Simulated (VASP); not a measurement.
A run of VASP 6.6.1 is set up as follows.

The input INCAR:

```
SYSTEM = Pb
PREC     = Accurate       ! precision mode
ENCUT    = 520            ! plane-wave cutoff, eV
EDIFF    = 1E-6           ! SCF threshold, eV
ISMEAR   = -1             ! smearing method
SIGMA    = 0.1            ! smearing width, eV
LREAL    = .False.        ! projectors in reciprocal space
LASPH    = .True.         ! aspherical terms in the spheres
NELM     = 60             ! most SCF steps
ALGO     = Normal         ! electronic algorithm
ISIF     = 2              ! what is computed and relaxed
LWAVE    = .False.        ! write WAVECAR
LCHARG   = .True.         ! write CHGCAR
GGA      = PE             ! functional
LELF     = .True.         ! ELF
LVHAR    = .True.       
NBANDS   = 13             ! bands
```

Contents of KPOINTS:

```
Automatic mesh
0
Gamma
  15 15 15
  0 0 0
```

The input POSCAR:

```
Pb
1.0
   -1.5094745035      1.5094745035      1.5094745035
    1.5094745035     -1.5094745035      1.5094745035
    1.5094745035      1.5094745035     -1.5094745035
Pb
1
Direct
    0.0000000000      0.0000000000      0.0000000000
```

Potentials or basis: VASP PAW PBE potentials, release 64 (Pb_d).

Command:

```bash
$ cat potpaw_PBE.64/Pb_d/POTCAR > POTCAR
$ mpirun -np 1 vasp_std > vasp.out
```

Predict the pressure.

262.5 GPa.

What does it give for the band gap on the k mesh?

Zero (band 7 reaches 31.14 eV, above the bottom of band 8 at 16.50 eV).

Caveat: spin-orbit coupling is left out, which moves the levels of the heavy elements.
